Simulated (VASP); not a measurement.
Set up this calculation in VASP 6.6.1, as the native input.

```
Task                   : single point
Functional             : r2SCAN
Dispersion             : D4
Potentials or basis    : VASP PAW PBE potentials, release 64 (Hg, Te)
Cutoff                 : 520 eV
k mesh                 : 4 × 4 × 4
Occupations            : fermi-dirac, width 0.02 eV
Spin                   : no spin polarisation
Dipole correction      : no
Further INCAR settings : ALGO = Normal; EDIFF = 1e-07; NBANDS = 26
```

HgTe:

```
Hg Te
1.0
     3.08229   -3.57094    0.00000
     3.08229    3.57094    0.00000
     0.00000    0.00000    5.79816
Hg Te
2 2
Direct
  0.34305 0.65695 0.75000
  0.65695 0.34305 0.25000
  0.78481 0.21519 0.75000
  0.21519 0.78481 0.25000
```

The input as run:

POSCAR

```
HgTe
1.0
    3.0822935400     -3.5709368700      0.0000000000
    3.0822935400      3.5709368700      0.0000000000
    0.0000000000      0.0000000000      5.7981570000
Hg Te
2 2
Direct
    0.3430500000      0.6569500000      0.7500000000
    0.6569500000      0.3430500000      0.2500000000
    0.7848090000      0.2151910000      0.7500000000
    0.2151910000      0.7848090000      0.2500000000
```

INCAR.step1

```
SYSTEM = HgTe
ALGO = Normal
EDIFF = 1E-4
ENCUT = 520
GGA = PE
ISMEAR = -1
LASPH = .True.
LCHARG = .False.
LREAL = .False.
LWAVE = .True.
NBANDS = 26
NELM = 80
PREC = Accurate
SIGMA = 0.02
```

INCAR.step2

```
SYSTEM = HgTe
ALGO = Normal
EDIFF = 1E-7
ENCUT = 520
ISIF = 2
ISMEAR = -1
ISTART = 1
IVDW = 13
LASPH = .True.
LCHARG = .False.
LMIXTAU = .True.
LREAL = .False.
LWAVE = .False.
METAGGA = R2SCAN
NBANDS = 26
NELM = 80
PREC = Accurate
SIGMA = 0.02
VDW_A1 = 0.51559235
VDW_A2 = 5.77342911
VDW_S6 = 1.0
VDW_S8 = 0.6018749
```

KPOINTS

```
k-points
0
Gamma
  4 4 4
  0 0 0
```

Potentials or basis: VASP PAW PBE potentials, release 64 (Hg, Te).

The run is started by

```bash
$ cat potpaw_PBE.64/Hg/POTCAR potpaw_PBE.64/Te/POTCAR > POTCAR
$ cp INCAR.step1 INCAR
$ mpirun -np 1 vasp_std > vasp.out
$ cp INCAR.step2 INCAR
$ mpirun -np 1 vasp_std > vasp.out
```

It gave:

```
Pressure                   : -3.8 GPa
Largest force              : 0.184 eV/Å
Band gap on the k mesh     : zero (band 18 reaches 3.38 eV, above the bottom of band 19 at 1.65 eV)
Dispersion energy per atom : -0.141 eV
```

Caveat: the PAW data sets were made with another functional, which shifts forces and pressure a little; spin-orbit coupling is left out, which moves the levels of the heavy elements; pairwise dispersion overbinds metals, which lowers pressure and volume.

It took 95 s on 1 thread of Intel(R) Xeon(R) 6975P-C (Granite Rapids) (shared host), peak memory 0.28 GiB.
